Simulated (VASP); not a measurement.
# Al16H2O in VASP: further runs

Runs on Al16H2O. Level: PBE+D3(BJ). Tasks: single point.

Everything below comes from runs of VASP 6.6.1. Logs are shortened: lines on timing, memory, paths and dates and some standing lists are left out, and cuts for length are marked.

## 1. The cell of the first run

The cell holds a slab with vacuum, 19 atoms: a = 5.728 Å, b = 5.728 Å, c = 19.075 Å, α = 90.00°, β = 90.00°, γ = 90.00°.

## 2. Single point, PBE+D3(BJ)

INCAR

```
  PREC = Accurate
  ENCUT = 520
  EDIFF = 1E-7
  ISMEAR = -1
  SIGMA = 0.15
  LREAL = Auto
  LASPH = True
  NELM = 60
  ALGO = Normal
  ISIF = 2
  LWAVE = False
  LCHARG = False
  GGA = PE
  IVDW = 12
  NBANDS = 43
```

KPOINTS

```
Automatic mesh
0
Gamma
  3 3 1
```

POSCAR

```
Al16H2O
1.0
    5.7275650000      0.0000000000      0.0000000000
    0.0000000000      5.7275650000      0.0000000000
    0.0000000000      0.0000000000     19.0750000000
Al O H
16 1 2
Direct
    0.2499999564      0.2499999564      0.0524245872
    0.7500000436      0.2499999564      0.0524245872
    0.2499999564      0.7500000436      0.0524245872
    0.7500000436      0.7500000436      0.0524245872
   -0.0002088147      0.0004005192      0.1554326606
    0.4996074248      0.0009064934      0.1553188991
   -0.0002664308      0.5000896542      0.1555043250
    0.4995002239      0.4994871293      0.1554092792
    0.2493492435      0.2503830162      0.2630344954
    0.7482265151      0.2503273206      0.2627963827
    0.2491854741      0.7508480480      0.2622380603
    0.7488189134      0.7508908236      0.2619630931
   -0.0018585559     -0.0024436213      0.3658703539
    0.4995828070      0.0011797334      0.3654355963
   -0.0013457726      0.5038142736      0.3649446396
    0.4999601052      0.5004955858      0.3653428571
    1.1140748294      0.2420042374      0.5174252163
    1.2570348831      0.2705718748      0.4908590301
    1.0815826621      0.3907709472      0.5399086239
```

Potentials or basis: VASP PAW PBE potentials, release 64 (Al, O, H).

Run with:

```console
cat potpaw_PBE.64/Al/POTCAR potpaw_PBE.64/O/POTCAR potpaw_PBE.64/H/POTCAR > POTCAR
mpirun -np 1 vasp_std > vasp.out
```

OUTCAR:

```text
PREC = Accurate
   ENCUT = 520
   EDIFF = 1E-7
   ISMEAR = -1
   LREAL = Auto
   LASPH = True
   NELM = 60
   ISIF = 2
   GGA = PE
   IVDW = 12
 IVDW          = 12

 ion  position               nearest neighbor table
   1  0.250  0.250  0.052-   6 2.82   8 2.82   5 2.82   7 2.82   2 2.86   3 2.86   2 2.86   3 2.86

   2  0.750  0.250  0.052-   6 2.82   5 2.82   8 2.82   7 2.82   1 2.86   4 2.86   4 2.86   1 2.86

   3  0.250  0.750  0.052-   8 2.82   6 2.82   7 2.82   5 2.82   1 2.86   4 2.86   4 2.86   1 2.86
[... 23 lines left out ...]
  15  0.999  0.504  0.365-  11 2.81  12 2.81   9 2.82  10 2.82  13 2.83  16 2.86  16 2.87  13 2.90

  16  0.500  0.500  0.365-  10 2.81   9 2.81  12 2.82  11 2.83  15 2.86  14 2.86  14 2.87  15 2.87

  17  0.114  0.242  0.517-  19 0.97  18 0.98
  18  0.257  0.271  0.491-  17 0.98
  19  0.082  0.391  0.540-  17 0.97

  LATTYP: Found a simple tetragonal cell.
 ALAT       =     5.7275650000
 C/A-ratio  =     3.3303856002

  Lattice vectors:

 A1 = (   5.7275650000,   0.0000000000,   0.0000000000)
 A2 = (   0.0000000000,   5.7275650000,   0.0000000000)
 A3 = (   0.0000000000,   0.0000000000,  19.0750000000)

Analysis of symmetry for initial positions (statically):
=====================================================================
 Subroutine PRICEL returns:
 Original cell was already a primitive cell.

 Routine SETGRP: Setting up the symmetry group for a
 simple tetragonal supercell.

 Subroutine GETGRP returns: Found  1 space group operations
 (whereof  1 operations were pure point group operations)
 out of a pool of 16 trial point group operations.

The static configuration has the point symmetry C_1 .

Analysis of symmetry for dynamics (positions and initial velocities):
=====================================================================
 Subroutine PRICEL returns:
 Original cell was already a primitive cell.

 Routine SETGRP: Setting up the symmetry group for a
 simple tetragonal supercell.

 Subroutine GETGRP returns: Found  1 space group operations
 (whereof  1 operations were pure point group operations)
 out of a pool of 16 trial point group operations.

The dynamic configuration has the point symmetry C_1 .

 Subroutine INISYM returns: Found  1 space group operations
 (whereof  1 operations are pure point group operations),
 and found     1 'primitive' translations

----------------------------------------------------------------------------------------

                                     Primitive cell

  volume of cell :     625.7554

  direct lattice vectors                    reciprocal lattice vectors
     5.727565000  0.000000000  0.000000000     0.174594265  0.000000000  0.000000000
     0.000000000  5.727565000  0.000000000     0.000000000  0.174594265  0.000000000
     0.000000000  0.000000000 19.075000000     0.000000000  0.000000000  0.052424640

  length of vectors
     5.727565000  5.727565000 19.075000000     0.174594265  0.174594265  0.052424640

  position of ions in fractional coordinates (direct lattice)
     0.249999956  0.249999956  0.052424587
     0.750000044  0.249999956  0.052424587
     0.249999956  0.750000044  0.052424587
     0.750000044  0.750000044  0.052424587
     0.999791185  0.000400519  0.155432661
     0.499607425  0.000906493  0.155318899
[... 11 lines left out ...]
     0.257034883  0.270571875  0.490859030
     0.081582662  0.390770947  0.539908624

  ion indices of the primitive-cell ions
   primitive index   ion index
                 1           1
                 2           2
                 3           3
                 4           4
                 5           5
                 6           6
[... 11 lines left out ...]
                18          18
                19          19

----------------------------------------------------------------------------------------

 KPOINTS: Automatic mesh

Automatic generation of k-mesh.
 Grid dimensions read from file:
 generate k-points for:    3    3    1

 Generating k-lattice:

  Cartesian coordinates                     Fractional coordinates (reciprocal lattice)
     0.058198088  0.000000000  0.000000000     0.333333333  0.000000000  0.000000000
     0.000000000  0.058198088  0.000000000     0.000000000  0.333333333  0.000000000
     0.000000000  0.000000000  0.052424640     0.000000000  0.000000000  1.000000000

  Length of vectors
     0.058198088  0.058198088  0.052424640

  Shift w.r.t. Gamma in fractional coordinates (k-lattice)
     0.000000000  0.000000000  0.000000000

 Subroutine IBZKPT returns following result:
 ===========================================

 Found      5 irreducible k-points:

 Following reciprocal coordinates:
            Coordinates               Weight
  0.000000  0.000000  0.000000      1.000000
  0.333333  0.000000  0.000000      2.000000
  0.000000  0.333333  0.000000      2.000000
  0.333333  0.333333  0.000000      2.000000
 -0.333333  0.333333  0.000000      2.000000
[... 36 lines left out ...]
   IMIX   =      4    mixing-type and parameters
     AMIX     =   0.40;   BMIX     =  1.00
     AMIX_MAG =   1.60;   BMIX_MAG =  1.00
  volume/ion in A,a.u.               =      32.93       222.25
  Fermi-wavevector in a.u.,A,eV,Ry     =   0.732267  1.383783  7.295642  0.536215
  Thomas-Fermi vector in A             =   1.824688
   LORBIT       =      0    0 simple, 1 ext, 2 COOP (PROOUT), +10 PAW based schemes
   GGA     = PE    functional components
   LHFCALC =     F    Hartree Fock is set to
   AEXX    =    0.0000 exact exchange contribution
   IVDW    =    12    specifies the selected vdW correction
   LEPSILON=     F    determine dielectric tensor
   LRPA    =     F    only Hartree local field effects (RPA)
 non-spin polarized calculation
  energy-cutoff  :      520.00
  volume of cell :      625.76
 maximum number of plane-waves:     16899
 NGX is ok and might be reduce to    42
   NGX = 21   NGY = 21   NGZ = 71

 number of electron      56.0000000 magnetization

 Free energy of the ion-electron system (eV)
  ---------------------------------------------------
  ext. energy  EPLUGINS =         0.00000000
  ---------------------------------------------------
  free energy    TOTEN  =       -70.89285248 eV

  energy without entropy =      -70.41400921  energy(sigma->0) =      -70.65343084

 E-fermi :   1.2187     XC(G=0):  -5.6583

 val. band max:        1.1779573316   @ k =   0.0000   0.0000   0.0000
 cond. band min:       1.2273577801   @ k =   0.0000   0.0000   0.0000
 fundamental gap:      0.0494004485
 Fermi energy:         1.2186750374

 k-point     1 :       0.0000    0.0000    0.0000
  band No.  band energies     occupation
      1     -20.1733      2.00000
      2      -9.5479      2.00000
      3      -8.2121      2.00000
      4      -7.9308      2.00000
      5      -5.9190      2.00000
      6      -5.1323      2.00000
[... 32 lines left out ...]
     39       3.4937      0.00000
     40       3.5716      0.00000

 k-point     2 :       0.3333    0.0000    0.0000
  band No.  band energies     occupation
      1     -20.1731      2.00000
      2      -9.0492      2.00000
      3      -7.9768      2.00000
      4      -7.6766      2.00000
      5      -7.5582      2.00000
      6      -6.2193      2.00000
[... 32 lines left out ...]
     39       3.9456      0.00000
     40       3.9521      0.00000

 k-point     3 :       0.0000    0.3333    0.0000
  band No.  band energies     occupation
      1     -20.1731      2.00000
      2      -9.0491      2.00000
      3      -7.9743      2.00000
      4      -7.6772      2.00000
      5      -7.5581      2.00000
      6      -6.2196      2.00000
[... 32 lines left out ...]
     39       3.9462      0.00000
     40       3.9533      0.00000

 k-point     4 :       0.3333    0.3333    0.0000
  band No.  band energies     occupation
      1     -20.1730      2.00000
      2      -8.5525      2.00000
      3      -7.9633      2.00000
      4      -7.1970      2.00000
      5      -7.0735      2.00000
      6      -7.0620      2.00000
[... 32 lines left out ...]
     39       4.1042      0.00000
     40       4.4012      0.00000

 k-point     5 :      -0.3333    0.3333    0.0000
  band No.  band energies     occupation
      1     -20.1730      2.00000
      2      -8.5528      2.00000
      3      -7.9632      2.00000
      4      -7.1952      2.00000
      5      -7.0752      2.00000
      6      -7.0614      2.00000
[... 32 lines left out ...]
     39       4.1054      0.00000
     40       4.3972      0.00000
 [bands above 40 left out]

------------------------ aborting loop because EDIFF is reached ----------------------------------------

 Edisp (eV)   -3.99713

 E8    (eV) :    -1.8346

  FORCE on cell =-STRESS in cart. coord.  units (eV):
  Direction    XX          YY          ZZ          XY          YZ          ZX
  --------------------------------------------------------------------------------------
  -------------------------------------------------------------------------------------
  Total      -8.67740    -8.70152    -0.10561    -0.03008     0.01947    -0.06112
  in kB     -22.21753   -22.27928    -0.27039    -0.07701     0.04984    -0.15650
  external pressure =      -14.92 kB  Pullay stress =        0.00 kB

 VOLUME and BASIS-vectors are now :
 -----------------------------------------------------------------------------
  energy-cutoff  :      520.00
  volume of cell :      625.76
      direct lattice vectors                 reciprocal lattice vectors
     5.727565000  0.000000000  0.000000000     0.174594265  0.000000000  0.000000000
     0.000000000  5.727565000  0.000000000     0.000000000  0.174594265  0.000000000
     0.000000000  0.000000000 19.075000000     0.000000000  0.000000000  0.052424640

 POSITION                                       TOTAL-FORCE (eV/Angst)
 -----------------------------------------------------------------------------------
      1.43189      1.43189      1.00000        -0.022961      0.001962     -0.008887
      4.29567      1.43189      1.00000         0.020353      0.001758     -0.005683
      1.43189      4.29567      1.00000        -0.010164      0.002336      0.010563
      4.29567      4.29567      1.00000         0.007258      0.002424      0.011953
      5.72637      0.00229      2.96488        -0.000984      0.000347      0.001008
      2.86153      0.00519      2.96271         0.000572     -0.001894      0.001838
[... 11 lines left out ...]
      1.47218      1.54972      9.36314         0.089898     -0.018675     -0.069172
      0.46727      2.23817     10.29876        -0.058308      0.089516      0.069040
 -----------------------------------------------------------------------------------
    total drift:                                0.015290     -0.019601      0.004726

  FREE ENERGIE OF THE ION-ELECTRON SYSTEM (eV)
  ---------------------------------------------------
  free  energy   TOTEN  =       -74.8899808992 eV

  energy  without entropy=      -74.4111376281  energy(sigma->0) =      -74.65055926
```

Wall time 6.4 min (1 thread of Intel Xeon Platinum 8259CL at 2.50GHz (Skylake/Cascade Lake), shared host); peak memory 0.67 GiB.

What came out:

- Free energy: -74.8900 eV
- Largest force: 0.127 eV/Å
- Band gap on the k mesh: 0.05 eV
- Dispersion energy per atom: -0.210 eV

Forces in eV/Å, atoms in the order of the input:
```
Al  -0.023  0.002 -0.009
Al   0.020  0.002 -0.006
Al  -0.010  0.002  0.011
Al   0.007  0.002  0.012
Al  -0.001  0.000  0.001
Al   0.001 -0.002  0.002
Al   0.000  0.001  0.001
Al   0.001  0.003  0.001
Al  -0.001  0.001 -0.005
Al   0.002 -0.001 -0.004
Al   0.002 -0.002 -0.002
Al   0.001  0.000  0.000
Al   0.003  0.007  0.002
Al   0.000 -0.003  0.000
Al   0.002 -0.006  0.000
Al  -0.002 -0.001 -0.001
O   -0.033 -0.077 -0.003
H    0.090 -0.019 -0.069
H   -0.058  0.090  0.069
```

Caveat: there is no dipole correction, which matters where the two faces differ.

## 3. Single point, PBE+D3(BJ)

INCAR

```
PREC = Accurate
ENCUT = 520
EDIFF = 1E-6
ISMEAR = -1
SIGMA = 0.15
LREAL = Auto
LASPH = True
NELM = 60
ALGO = Normal
ISIF = 2
LWAVE = False
LCHARG = False
GGA = PE
IVDW = 12
NBANDS = 43
```

KPOINTS

```
regular mesh
0
Gamma
  3 3 1
```

POSCAR

```
Al16H2O
1.0
    5.7275650000      0.0000000000      0.0000000000
    0.0000000000      5.7275650000      0.0000000000
    0.0000000000      0.0000000000     19.0750000000
Al O H
16 1 2
Direct
    0.2499999564      0.2499999564      0.0524245872
    0.7500000436      0.2499999564      0.0524245872
    0.2499999564      0.7500000436      0.0524245872
    0.7500000436      0.7500000436      0.0524245872
    0.0020614345     -0.0011238633      0.1554116383
    0.4994944623     -0.0022199661      0.1560003145
    0.0001927521      0.4970333816      0.1562334993
    0.4989340147      0.4944568940      0.1554057667
    0.2508154862      0.2407202712      0.2652297248
    0.7521908525      0.2402181381      0.2636792661
    0.2515550675      0.7398377845      0.2631831717
    0.7506399316      0.7414136723      0.2611710092
   -0.0015481273     -0.0304707149      0.3639296986
    0.4985118458     -0.0077057179      0.3670659502
    0.0025916773      0.4815938361      0.3707336828
    0.5135973140      0.4930643301      0.3636135780
    1.0680048153      0.3907513926      0.4811059502
    1.2022096650      0.2839007501      0.4753925557
    1.1280217684      0.5248120274      0.5072570380
```

Potentials or basis: VASP PAW PBE potentials, release 64 (Al, O, H).

Run with:

```console
cat potpaw_PBE.64/Al/POTCAR potpaw_PBE.64/O/POTCAR potpaw_PBE.64/H/POTCAR > POTCAR
mpirun -np 1 vasp_std > vasp.out
```

Wall time 6.7 min (1 thread of Intel Xeon Platinum 8259CL at 2.50GHz (Skylake/Cascade Lake), shared host); peak memory 0.68 GiB.

Results (log left out):

| Quantity | Value |
| --- | --- |
| Free energy | -75.0528 eV |
| Largest force | 0.156 eV/Å |
| Band gap on the k mesh | 0.06 eV (least direct gap 0.09 eV) |
| Dispersion energy per atom | -0.212 eV |

Forces on the atoms (eV/Å):
```
Al  -0.050  0.021 -0.014
Al   0.052  0.002  0.028
Al  -0.014 -0.059  0.038
Al   0.020 -0.042  0.073
Al  -0.003  0.002 -0.002
Al   0.002  0.003  0.002
Al  -0.001  0.002  0.003
Al   0.000  0.001  0.000
Al   0.002 -0.006 -0.002
Al   0.003 -0.007  0.002
Al   0.003 -0.007  0.001
Al   0.000 -0.003  0.000
Al  -0.001 -0.013 -0.005
Al   0.002 -0.008  0.004
Al  -0.002 -0.020  0.018
Al   0.007 -0.003 -0.005
O   -0.091  0.061 -0.110
H    0.036 -0.078 -0.042
H    0.034  0.152  0.012
```

Levels at points of the mesh, in eV from the valence-band top:
| k point | band 24 | band 25 | band 26 | band 27 | band 28 | band 29 | band 30 | band 31 | band 32 | band 33 |
| --- | --- | --- | --- | --- | --- | --- | --- | --- | --- | --- |
| (0.00, 0.00, 0.00) | -1.30 | -1.29 | -1.16 | -1.15 | -0.04 | 0.06 | 0.14 | 0.20 | 0.23 | 0.38 |

Caveat: the smearing spreads over this small gap; there is no dipole correction, which matters where the two faces differ.

## 4. Single point, PBE+D3(BJ)

INCAR

```
SYSTEM = Al16H2O
ALGO     = Normal         ! electronic algorithm
EDIFF    = 1E-7           ! SCF threshold, eV
ENCUT    = 520            ! plane-wave cutoff, eV
GGA      = PE             ! functional
ISIF     = 2              ! what is computed and relaxed
ISMEAR   = -1             ! smearing method
IVDW     = 12             ! dispersion correction
LASPH    = .True.         ! aspherical terms in the spheres
LCHARG   = .False.        ! write CHGCAR
LREAL    = Auto         
LWAVE    = .False.        ! write WAVECAR
NBANDS   = 43             ! bands
NELM     = 100            ! most SCF steps
PREC     = Accurate       ! precision mode
SIGMA    = 0.15           ! smearing width, eV
```

KPOINTS

```
k-points
0
Gamma
  3 3 1
  0 0 0
```

POSCAR

```
Al16H2O
1.0
    5.7275650000      0.0000000000      0.0000000000
    0.0000000000      5.7275650000      0.0000000000
    0.0000000000      0.0000000000     19.0750000000
Al O H
16 1 2
Direct
    0.2499999564      0.2499999564      0.0524245872
    0.7500000436      0.2499999564      0.0524245872
    0.2499999564      0.7500000436      0.0524245872
    0.7500000436      0.7500000436      0.0524245872
    0.0018445884     -0.0014046109      0.1548499607
    0.4990951652     -0.0011111179      0.1553142333
    0.0001466592      0.4994375446      0.1565217824
    0.4984657529      0.4997844634      0.1550147837
    0.2522707294      0.2473344257      0.2632120577
    0.7494469290      0.2455198675      0.2613426474
    0.2514995465      0.7484698995      0.2640075491
    0.7507837973      0.7505037481      0.2619850590
   -0.0014456405      0.0010671201      0.3633002359
    0.4988830332     -0.0016743590      0.3670783224
   -0.0007687385      0.4962686587      0.3660938925
    0.5124428968      0.4965951499      0.3621535518
    1.0570186458      0.5167517086      0.4744355963
    1.2121208576      0.4433098533      0.4795651376
    1.0850764679      0.6853664690      0.4811087811
```

Run with:

```console
cat potpaw_PBE.64/Al/POTCAR potpaw_PBE.64/O/POTCAR potpaw_PBE.64/H/POTCAR > POTCAR
mpirun -np 1 vasp_std > vasp.out
```

Run time: 6.5 min. Hardware: 1 thread of Intel Xeon Platinum 8259CL at 2.50GHz (Skylake/Cascade Lake), shared host; peak memory 0.68 GiB.

The run converged. Its results:

```
Free energy                : -75.1197 eV
Largest force              : 0.097 eV/Å
Band gap on the k mesh     : 0.09 eV (least direct gap 0.15 eV)
Dispersion energy per atom : -0.213 eV
```

Forces in eV/Å, atoms in the order of the input:
```
Al  -0.050  0.064 -0.009
Al   0.049  0.047  0.029
Al  -0.048 -0.072 -0.024
Al   0.047 -0.056  0.018
Al  -0.002  0.001  0.000
Al   0.002  0.002  0.001
Al   0.000  0.000  0.001
Al   0.002 -0.001  0.000
Al  -0.001  0.001 -0.002
Al  -0.001  0.005  0.000
Al   0.001 -0.002 -0.001
Al  -0.002 -0.001  0.000
Al   0.002 -0.002 -0.001
Al   0.001  0.002 -0.004
Al  -0.008  0.003  0.009
Al  -0.001 -0.002 -0.003
O   -0.032 -0.020 -0.048
H    0.060 -0.063  0.017
H   -0.020  0.093  0.016
```

Levels at points of the mesh, in eV from the valence-band top:
| k point | band 25 | band 26 | band 27 | band 28 | band 29 | band 30 | band 31 | band 32 |
| --- | --- | --- | --- | --- | --- | --- | --- | --- |
| (0.00, 0.00, 0.00) | -1.32 | -1.21 | -1.20 | -0.06 | 0.09 | 0.11 | 0.16 | 0.19 |

Caveat: the smearing spreads over this small gap; there is no dipole correction, which matters where the two faces differ.

## 5. Summary

```csv
cell,gap on the mesh (eV),largest force (eV/Å)
"as given, atomic positions A",0.05,0.13
"as given, atomic positions B",0.06,0.16
"as given, atomic positions C",0.09,0.10
```

Alike in all rows: task single point; level PBE+D3(BJ); potentials or basis VASP PAW PBE potentials, release 64 (Al, O, H); no spin polarisation; k mesh 3 × 3 × 1; cutoff (eV) 520; smearing fermi-dirac 0.15 eV.

Caveats: there is no dipole correction, which matters where the two faces differ; the smearing spreads over this small gap (at least some runs).

Total energies depend on the potentials used, so only differences within one code and one set of settings carry meaning.

The gap in the log of VASP goes by the Fermi energy; the results here count the filled bands.